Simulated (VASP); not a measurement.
Wanted: the native input for a VASP 6.6.1 run.

- Task: relaxation of cell and atoms
- Functional: PBE
- Potentials or basis: VASP PAW PBE potentials, release 64 (Zn)
- Cutoff: 600 eV
- k mesh: 19 × 19 × 19
- Occupations: fermi-dirac, width 0.05 eV
- Spin: no spin polarisation
- Target pressure: 54 GPa
- Dipole correction: no
- Further INCAR settings: ALGO = Normal; EDIFF = 1e-06; IBRION = 2; EDIFFG = -0.005; NSW = 60; ISIF = 3

The structure of Zn lies in POSCAR:

```
Zn
1.0
    0.0000000000      1.7594507744      1.7594507744
    1.7594507744      0.0000000000      1.7594507744
    1.7594507744      1.7594507744      0.0000000000
Zn
1
Direct
    0.0000000000      0.0000000000      0.0000000000
```

These files were run (other wordings do the same):

INCAR

```
SYSTEM = Zn
PREC     = Accurate       ! precision mode
ENCUT    = 600            ! plane-wave cutoff, eV
EDIFF    = 1E-6           ! SCF threshold, eV
ISMEAR   = -1             ! smearing method
SIGMA    = 0.05           ! smearing width, eV
LREAL    = .False.        ! projectors in reciprocal space
LASPH    = .True.         ! aspherical terms in the spheres
NELM     = 80             ! most SCF steps
ALGO     = Normal         ! electronic algorithm
ISIF     = 3              ! what is computed and relaxed
LWAVE    = .False.        ! write WAVECAR
LCHARG   = .False.        ! write CHGCAR
GGA      = PE             ! functional
IBRION   = 2              ! ionic algorithm
NSW      = 60             ! ionic steps
EDIFFG   = -0.005         ! ionic threshold
PSTRESS  = 540.0
```

KPOINTS

```
regular mesh
0
Gamma
  19 19 19
  0 0 0
```

Potentials or basis: VASP PAW PBE potentials, release 64 (Zn).

The run is started by

```console
$ cat potpaw_PBE.64/Zn/POTCAR > POTCAR
$ mpirun -np 1 vasp_std > vasp.out
```

Results of the run:

- Relaxed volume: 10.92 Å³/atom
- Relaxed cell: a = 2.490 Å, b = 2.490 Å, c = 2.490 Å, α = 60.00°, β = 60.00°, γ = 60.00°
- Space group after relaxing (to 0.05 Å): Fm-3m (No. 225)
- Energy change on relaxing (the enthalpy is what falls): -9.3 meV/atom
- Ionic steps: 3
- Pressure after relaxing: 54.1 GPa
- Band gap on the k mesh: zero (band 6 reaches 8.07 eV, above the bottom of band 7 at 5.26 eV)

Caveat: the cell is relaxed towards a set pressure, so the enthalpy falls and the energy may rise.

Wall time 51 s on 1 thread of Intel Xeon 8259CL, with other jobs on the host, peak memory 0.15 GiB.
